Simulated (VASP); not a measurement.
# C in VASP: a series of runs, part 2 of 2

VASP 6.6.1. The steps go on from the part before.

### 4 Single point, PBE (atoms moved at random and the cell strained at random)

File INCAR:

```
  ALGO = Normal
  EDIFF = 1E-6
  ENCUT = 520
  GGA = PE
  ISIF = 2
  ISMEAR = 0
  LASPH = T
  LCHARG = F
  LREAL = F
  LWAVE = F
  NBANDS = 11
  NELM = 100
  PREC = Accurate
  SIGMA = 0.02
```

File KPOINTS:

```
k-points
0
Gamma
  12 12 12
```

File POSCAR:

```
C
1.0
    0.0589235360      1.9067042760      1.8188183240
    1.8362599760      0.0567477880      1.8209940720
    1.8304104240      1.9030304720      0.0625973400
C
2
Direct
    0.5596052484      0.4440394752      0.5120219805
    0.6903947516      0.8059605248      0.7379780195
```

Potentials or basis: VASP PAW PBE potentials, release 64 (C).

Command:

```console
$ cat potpaw_PBE.64/C/POTCAR > POTCAR
$ mpirun -np 1 vasp_std > vasp.out
```

OUTCAR:

```text
EDIFF = 1E-6
   ENCUT = 520
   GGA = PE
   ISIF = 2
   ISMEAR = 0
   LASPH = T
   LREAL = F
   NELM = 100
   PREC = Accurate

 ion  position               nearest neighbor table
   1  0.560  0.444  0.512-   2 1.34   2 1.58   2 1.65   2 1.83
   2  0.690  0.806  0.738-   1 1.34   1 1.58   1 1.65   1 1.83

  LATTYP: Found a triclinic cell.
 ALAT       =     4.4269204524
 B/A-ratio  =     0.5794995306
 C/A-ratio  =     0.8083071821
 COS(alpha) =     0.0012123770
 COS(beta)  =     0.4196469565
 COS(gamma) =     0.8579784040

  Lattice vectors:

 A1 = (  -3.6135964160,   1.7932087000,  -1.8231698200)
 A2 = (  -1.7773364400,   1.8499564880,  -0.0021757480)
 A3 = (  -0.0647730880,  -0.0604215920,  -3.5772150560)

Analysis of symmetry for initial positions (statically):
=====================================================================
 Subroutine PRICEL returns:
 Original cell was already a primitive cell.

 Routine SETGRP: Setting up the symmetry group for a
 triclinic supercell.

 Subroutine GETGRP returns: Found  2 space group operations
 (whereof  1 operations were pure point group operations)
 out of a pool of  2 trial point group operations.

The static configuration has the point symmetry C_1 .
 The point group associated with its full space group is S_2 .

Analysis of symmetry for dynamics (positions and initial velocities):
=====================================================================
 Subroutine PRICEL returns:
 Original cell was already a primitive cell.

 Routine SETGRP: Setting up the symmetry group for a
 triclinic supercell.

 Subroutine GETGRP returns: Found  2 space group operations
 (whereof  1 operations were pure point group operations)
 out of a pool of  2 trial point group operations.

The dynamic configuration has the point symmetry C_1 .
 The point group associated with its full space group is S_2 .

 Subroutine INISYM returns: Found  2 space group operations
 (whereof  1 operations are pure point group operations),
 and found     1 'primitive' translations

----------------------------------------------------------------------------------------

                                     Primitive cell

  volume of cell :      12.0991

  direct lattice vectors                    reciprocal lattice vectors
     0.058923536  1.906704276  1.818818324    -0.286125619  0.265989085  0.280235250
     1.836259976  0.056747788  1.820994072     0.276212226 -0.274855385  0.279188158
     1.830410424  1.903030472  0.062597340     0.278441420  0.267171187 -0.289101550

  length of vectors
     2.635733916  2.586714213  2.641182637     0.480780468  0.479358638  0.482171934

  position of ions in fractional coordinates (direct lattice)
     0.559605248  0.444039475  0.512021981
     0.690394752  0.805960525  0.737978019

  ion indices of the primitive-cell ions
   primitive index   ion index
                 1           1
                 2           2

----------------------------------------------------------------------------------------

 KPOINTS: k-points

Automatic generation of k-mesh.
[... 26 lines left out ...]
  0.250000  0.000000  0.000000      2.000000
  0.333333 -0.000000 -0.000000      2.000000
  0.416667 -0.000000 -0.000000      2.000000
[... 16 lines left out ...]
  0.250000  0.166667 -0.000000      2.000000
  0.333333  0.166667 -0.000000      2.000000
 [... further k-points ...]
   k-points           NKPTS =    868   k-points in BZ     NKDIM =    868   number of bands    NBANDS=     11
   number of dos      NEDOS =    301   number of ions     NIONS =      2
   total plane-waves  NPLWV =   8000
   dimension x,y,z NGX =    20 NGY =   20 NGZ =   20
   dimension x,y,z NGXF=    40 NGYF=   40 NGZF=   40
   ions per type =               2
   NGX,Y,Z   is equivalent  to a cutoff of  12.61, 12.85, 12.59 a.u.
   NGXF,Y,Z  is equivalent  to a cutoff of  25.23, 25.71, 25.18 a.u.
 SYSTEM =  unknown system
   PREC   = accura    normal or accurate (medium, high low for compatibility)
   ISTART =      0    job   : 0-new  1-cont  2-samecut
   ICHARG =      2    charge: 1-file 2-atom 10-const
   ISPIN  =      1    spin polarized calculation?
   LNONCOLLINEAR =      F non collinear calculations
   LSORBIT =      F    spin-orbit coupling
   LASPH  =      T    aspherical Exc in radial PAW
   ENCUT  =  520.0 eV  38.22 Ry    6.18 a.u.   4.90  4.81  4.91*2*pi/ulx,y,z
   NELM   =    100;   NELMIN=  2; NELMDL= -5     # of ELM steps
   EDIFF  = 0.1E-05   stopping-criterion for ELM
   LREAL  =      F    real-space projection
   EDIFFG = 0.1E-04   stopping-criterion for IOM
   NSW    =      0    number of steps for IOM
   IBRION =     -1    ionic relax: 0-MD 1-quasi-New 2-CG
   NFREE  =      0    steps in history (QN), initial steepest desc. (CG)
   ISIF   =      2    stress and relaxation
   ISYM   =      2    0-nonsym 1-usesym 2-fastsym
   POTIM  = 0.5000    time-step for ionic-motion
   TEBEG  =    0.0;   TEEND  =   0.0 temperature during run
   PSTRESS=    0.0 pullay stress
   NELECT =       8.0000    total number of electrons
   NUPDOWN=      -1.0000    fix difference up-down
   EMIN   =  10.00;   EMAX   =-10.00  energy-range for DOS
   EFERMI =   0.00;   METHOD = LEGACY
   ISMEAR =     0;   SIGMA  =   0.02  broadening in eV -4-tet -1-fermi 0-gaus
   EFERMI_NEDOS =   21; number of points for ismear=-14 and -15
   IALGO  =     38    algorithm
   IMIX   =      4    mixing-type and parameters
     AMIX     =   0.40;   BMIX     =  1.00
     AMIX_MAG =   1.60;   BMIX_MAG =  1.00
  volume/ion in A,a.u.               =       6.05        40.82
  Fermi-wavevector in a.u.,A,eV,Ry     =   1.426223  2.695171 27.675777  2.034112
  Thomas-Fermi vector in A             =   2.546523
   LORBIT       =      0    0 simple, 1 ext, 2 COOP (PROOUT), +10 PAW based schemes
   GGA     = PE    functional components
   LHFCALC =     F    Hartree Fock is set to
   AEXX    =    0.0000 exact exchange contribution
   IVDW    =     0    specifies the selected vdW correction
   LEPSILON=     F    determine dielectric tensor
   LRPA    =     F    only Hartree local field effects (RPA)
 non-spin polarized calculation
 Gauss-broadening in eV      SIGMA  =   0.02
  energy-cutoff  :      520.00
  volume of cell :       12.10
 maximum number of plane-waves:       340
   NGX =  9   NGY =  9   NGZ =  9

 number of electron       8.0000000 magnetization

 Free energy of the ion-electron system (eV)
  ---------------------------------------------------
  ext. energy  EPLUGINS =         0.00000000
  ---------------------------------------------------
  free energy    TOTEN  =       -16.60187203 eV

  energy without entropy =      -16.60182873  energy(sigma->0) =      -16.60185038

 E-fermi :  11.1092     XC(G=0): -12.9528

 val. band max:       11.0970005597   @ k =   0.4167   0.4167   0.0833
 cond. band min:      11.1094087354   @ k =   0.0833   0.0833   0.1667
 fundamental gap:      0.0124081756
 Fermi energy:        11.1092422225

 k-point     1 :       0.0000    0.0000    0.0000
  band No.  band energies     occupation
      1     -11.9790      2.00000
      2       4.8867      2.00000
      3       9.0907      2.00000
      4      10.9607      2.00000
      5      13.0048      0.00000
      6      13.5931      0.00000
      7      17.4102      0.00000
      8      21.1238      0.00000
      9      26.8059      0.00000
     10      33.1433      0.00000
     11      33.6715      0.00000
[... 309 lines left out ...]
 k-point    24 :       0.3333    0.1667   -0.0000
  band No.  band energies     occupation
      1      -9.3193      2.00000
      2       2.4822      2.00000
      3       3.8716      2.00000
      4       5.4868      2.00000
      5      13.5235      0.00000
      6      16.9813      0.00000
      7      17.8435      0.00000
      8      22.8367      0.00000
      9      29.3366      0.00000
     10      31.1288      0.00000
     11      34.3604      0.00000

 [... further k-points ...]

------------------------ aborting loop because EDIFF is reached ----------------------------------------

  FORCE on cell =-STRESS in cart. coord.  units (eV):
  Direction    XX          YY          ZZ          XY          YZ          ZX
  --------------------------------------------------------------------------------------
  -------------------------------------------------------------------------------------
  Total        0.9299415     -1.5077364      1.6077536     -3.1995340     -1.1456997     -1.1706930
  in kB      123.1442405   -199.6566934    212.9011230   -423.6870467   -151.7152527   -155.0249046
  external PRESSURE =      45.4628900 kB  Pullay stress =       0.0000000 kB

 VOLUME and BASIS-vectors are now :
 -----------------------------------------------------------------------------
  energy-cutoff  :      520.00
  volume of cell :       12.10
      direct lattice vectors                 reciprocal lattice vectors
     0.058923536  1.906704276  1.818818324    -0.286125619  0.265989085  0.280235250
     1.836259976  0.056747788  1.820994072     0.276212226 -0.274855385  0.279188158
     1.830410424  1.903030472  0.062597340     0.278441420  0.267171187 -0.289101550

 POSITION                                       TOTAL-FORCE (eV/Angst)
 -----------------------------------------------------------------------------------
      1.78556      2.06659      1.85846         4.681789     -6.900136      3.977832
      2.87144      2.76651      2.76955        -4.681789      6.900136     -3.977832
 -----------------------------------------------------------------------------------
    total drift:                               -0.000000      0.000000     -0.000000

  FREE ENERGIE OF THE ION-ELECTRON SYSTEM (eV)
  ---------------------------------------------------
  free  energy   TOTEN  =       -16.6018720347 eV

  energy  without entropy=      -16.6018287262  energy(sigma->0) =      -16.60185038
```

Wall time 2.6 min (1 thread of AMD EPYC 7R13, shared host); peak memory 0.17 GiB.

What came out:

```
Free energy            : -16.6019 eV
Pressure               : 4.5 GPa
Largest force          : 9.239 eV/Å
Band gap on the k mesh : zero (bands 4 and 5 overlap by 0.99 eV)
```

Forces in eV/Å, atoms in the order of the input:
```
C    4.682 -6.900  3.978
C   -4.682  6.900 -3.978
```

Caveat: the cell differs from its parent crystal (atoms moved at random and the cell strained at random); the cell stands under pressure; forces of over 1 eV/Å act on the atoms, so gaps and moduli don't describe the material at rest.

### 5 Single point, PBE (atoms moved at random and the cell strained at random)

File INCAR:

```
SYSTEM = C
PREC = Accurate
ENCUT = 520
EDIFF = 1E-6
ISMEAR = 0
SIGMA = 0.02
LREAL = .FALSE.
LASPH = .TRUE.
NELM = 80
ALGO = Normal
ISIF = 2
LWAVE = .FALSE.
LCHARG = .FALSE.
GGA = PE
NBANDS = 11
```

File KPOINTS:

```
Automatic mesh
0
G
  12 12 12
  0 0 0
```

File POSCAR:

```
C
1.0
    0.0191002140      1.8357784580      1.8390242460
    1.8670236260     -0.0094876880      1.8676121480
    1.8504558400      1.8477985740      0.0070800980
C
2
Direct
    0.4995626332      0.5612369631      0.4967646069
    0.7504373668      0.6887630369      0.7532353931
```

Command:

```console
$ cat potpaw_PBE.64/C/POTCAR > POTCAR
$ mpirun -np 1 vasp_std > vasp.out
```

Run time: 2.5 min. Hardware: 1 thread of AMD EPYC 7R13, shared host; peak memory 0.17 GiB.

It converged, with:

```
Free energy            : -16.7834 eV
Pressure               : -11.6 GPa
Largest force          : 8.298 eV/Å
Band gap on the k mesh : zero (bands 4 and 5 overlap by 0.77 eV)
```

Forces on the atoms (eV/Å):
```
C   -4.963 -4.104 -5.234
C    4.963  4.104  5.234
```

Stress tensor (GPa, compression positive):
```
-10.96 -12.68  21.71
-12.68 -12.35  -7.98
 21.71  -7.98 -11.42
```

Levels at points of the mesh, in eV from the Fermi level:
```csv
k point,band 2,band 3,band 4,band 5,band 6,band 7
"(0.00, 0.00, 0.00)",-5.89,-1.55,-0.41,2.52,2.58,6.98
"(0.50, 0.00, 0.00)",-14.23,-6.93,-1.48,0.86,4.63,11.49
"(0.00, 0.50, 0.00)",-12.96,-6.78,-3.12,2.68,4.92,8.63
"(0.50, 0.50, 0.00)",-13.43,-8.55,-6.73,0.90,2.74,13.14
"(0.00, 0.00, 0.50)",-14.29,-6.78,-1.36,0.96,4.86,11.61
"(0.50, 0.00, 0.50)",-14.03,-7.65,-6.51,-0.29,2.86,13.36
"(0.00, 0.50, 0.50)",-13.40,-8.38,-6.88,1.13,2.44,13.19
"(0.50, 0.50, 0.50)",-16.24,-5.46,-2.86,3.35,6.81,9.80
```

Caveat: the cell differs from its parent crystal (atoms moved at random and the cell strained at random); the cell stands under tension; forces of over 1 eV/Å act on the atoms, so gaps and moduli don't describe the material at rest.

### 6 The runs side by side

| cell | gap on the mesh (eV) | pressure (GPa) | largest force (eV/Å) |
| --- | --- | --- | --- |
| a = 2.639, b = 2.488, c = 2.526 Å, angles 60.5, 65.4, 61.9°, 2 atoms, atomic positions A | none | 13.1 | 10.82 |
| a = 2.470, b = 2.500, c = 2.515 Å, angles 60.7, 61.7, 58.8°, 2 atoms, atomic positions B | 0.07 | 48.8 | 8.94 |
| a = 2.636, b = 2.587, c = 2.641 Å, angles 58.4, 56.4, 58.8°, 2 atoms, atomic positions C | none | 4.5 | 9.24 |
| a = 2.599, b = 2.641, c = 2.615 Å, angles 60.0, 59.6, 59.8°, 2 atoms, atomic positions D | none | -11.6 | 8.30 |

Alike in all rows: task single point; level PBE; potentials or basis VASP PAW PBE potentials, release 64 (C); no spin polarisation; k mesh 12 × 12 × 12; cutoff (eV) 520; smearing gaussian 0.02 eV.

Caveats: forces of over 1 eV/Å act on the atoms, so gaps and moduli don't describe the material at rest; the cell stands under pressure (at least some runs); the cell stands under tension (at least some runs).

Total energies depend on the potentials used, so only differences within one code and one set of settings carry meaning.
